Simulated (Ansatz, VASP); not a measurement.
MoS2: VASP beside Ansatz

File INCAR:

```
SYSTEM = MoS2
  PREC = Accurate
  ENCUT = 600
  EDIFF = 1E-6
  ISMEAR = -1
  SIGMA = 0.05
  LREAL = .False.
  LASPH = .True.
  NELM = 60
  ALGO = Normal
  ISIF = 3
  LWAVE = .False.
  LCHARG = .False.
  GGA = PS
  IVDW = 12
  IBRION = 2
  NSW = 60
  EDIFFG = -0.01
```

The input KPOINTS:

```
regular mesh
0
Gamma
  10 10 10
  0 0 0
```

File POSCAR:

```
MoS2
1.0
    1.5855000000      0.9153888518      6.1149966667
   -1.5855000000      0.9153888518      6.1149966667
    0.0000000000     -1.8307777036      6.1149966667
Mo S
1 2
Direct
    0.0000000000      0.0000000000      0.0000000000
    0.2500000000      0.2500000000      0.2500000000
    0.7500000000      0.7500000000      0.7500000000
```

File input.yaml:

```yaml
crystal:
  lattice:
    - [1.5855, 0.9153888518, 6.1149966667]
    - [-1.5855, 0.9153888518, 6.1149966667]
    - [0.0, -1.8307777036, 6.1149966667]
  atoms:
    - { symbol: Mo, position: [0.0, 0.0, 0.0] }
    - { symbol: S, position: [0.25, 0.25, 0.25] }
    - { symbol: S, position: [0.75, 0.75, 0.75] }
hamiltonian:
  xc: pbesol
  pseudopotentials: { kind: paw }
  dispersion: d3bj
kpoints:
  mp_grid: { grid: [10, 10, 10] }
scf:
  occupations: { method: fermi_dirac, width: 0.05 }
output:
  forces: true
  stress: true
  eigenvalues: true
  write_density: true
  write_potential: true
  elf: true
  volumetric_format: npy
relax:
  f_tol: 0.01
  max_steps: 40
  cell: { stress_tol: 0.05 }
```

Alike in both runs: task relaxation of cell and atoms; functional PBEsol; dispersion D3(BJ); k mesh 10 × 10 × 10; occupations fermi-dirac, width 0.05 eV; no spin polarisation.

|  | VASP | Ansatz |
| --- | --- | --- |
| version | VASP 6.6.1 | Ansatz 0.2.0 |
| potentials or method | VASP PAW PBE potentials, release 64 (Mo_sv, S) | Ansatz PAW |
| plane-wave cutoff (eV) | 600 | 420 |
| valence electrons in the cell | 26 | 26 |

Ansatz gave:

* gap on the k mesh at the Fermi level, each at its own relaxed structure (eV): none
* relaxed volume (Å³/atom): 15.89
* relaxed length of the cell vector where the two differ most in proportion (Å): 6.071

What did VASP give for the same quantities?

gap on the k mesh at the Fermi level, each at its own relaxed structure (eV): none; relaxed volume (Å³/atom): 15.92; relaxed length of the cell vector where the two differ most in proportion (Å): 6.081.

VASP's potentials were made for PBE, not for PBEsol. A gap of «none» marks a metal or a gap that the smearing closes.

Noted on Ansatz's run: the plane-wave basis is chosen anew once the cell has moved, so the energies of steps on either side of that aren't comparable.
